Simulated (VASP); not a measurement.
A run of VASP 6.6.1:

The input POSCAR:

```
Pb
1.0
   -1.9796595667      1.9796595667      1.9796595667
    1.9796595667     -1.9796595667      1.9796595667
    1.9796595667      1.9796595667     -1.9796595667
Pb
1
Direct
    0.0000000000      0.0000000000      0.0000000000
```

Contents of INCAR.step1:

```
PREC = Accurate
ENCUT = 520
EDIFF = 1E-5
ISMEAR = -1
SIGMA = 0.05
LREAL = F
LASPH = T
NELM = 60
ALGO = Normal
ISIF = 2
LWAVE = T
LCHARG = F
GGA = PE
NBANDS = 13
```

Contents of INCAR.step2:

```
PREC = Accurate
ENCUT = 520
EDIFF = 1E-6
ISMEAR = -1
SIGMA = 0.05
LREAL = F
LASPH = T
NELM = 60
ALGO = Normal
ISIF = 2
LWAVE = F
LCHARG = F
GGA = PE
LHFCALC = T
AEXX = 0.25
PRECFOCK = Normal
ISTART = 1
NBANDS = 13
```

Contents of KPOINTS:

```
Automatic mesh
0
Gamma
  6 6 6
```

Potentials or basis: VASP PAW PBE potentials, release 64 (Pb_d).

Command:

```bash
$ cat potpaw_PBE.64/Pb_d/POTCAR > POTCAR
$ cp INCAR.step1 INCAR
$ mpirun -np 1 vasp_std > vasp.out
$ cp INCAR.step2 INCAR
$ mpirun -np 1 vasp_std > vasp.out
```

Hardware: 1 thread of AMD EPYC 7R13 Processor (Zen 3) (shared host).

Task: How long does it take, and how much memory?

Result: It took 17 min on 1 thread of AMD EPYC 7R13 Processor (Zen 3), on a shared host, peak memory 0.15 GiB. Counts: k points 16.
